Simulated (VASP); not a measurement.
Input of a VASP 6.6.1 run:

INCAR

```
SYSTEM = P
PREC = Accurate
ENCUT = 520
EDIFF = 1E-6
ISMEAR = 0
SIGMA = 0.1
LREAL = .FALSE.
LASPH = .TRUE.
NELM = 60
ALGO = Fast
ISIF = 2
LWAVE = .FALSE.
LCHARG = .TRUE.
GGA = PE
LELF = .TRUE.
LVHAR = .TRUE.
NBANDS = 30
```

Contents of KPOINTS:

```
regular mesh
0
G
  6 4 4
  0 0 0
```

The input POSCAR:

```
P
1.0
    3.4952586117      0.0000000000      0.0000000000
    0.0000000000      5.0007896061      0.0000000000
    0.0000000000      0.0000000000      7.0065961311
P
8
Direct
    0.2499864273      0.5235310335      0.1250053136
    0.2499864273      0.9764689665      0.6250053136
    0.7499864273      0.0235310335      0.8749946864
    0.2500135727      0.9764689665      0.1250053136
    0.7500135727      0.0235310335      0.3749946864
    0.7500135727      0.4764689665      0.8749946864
    0.7499864273      0.4764689665      0.3749946864
    0.2500135727      0.5235310335      0.6250053136
```

Potentials or basis: VASP PAW PBE potentials, release 64 (P).

Command:

```console
$ cat potpaw_PBE.64/P/POTCAR > POTCAR
$ mpirun -np 1 vasp_std > vasp.out
```

**Question.** Predict the pressure.

**Answer.** -0.3 GPa.

**Question.** What does it give for the largest force?

**Answer.** 0.035 eV/Å.

Stress tensor (GPa, compression positive):
```
-0.20  0.00  0.00
 0.00 -0.42  0.00
 0.00  0.00 -0.18
```
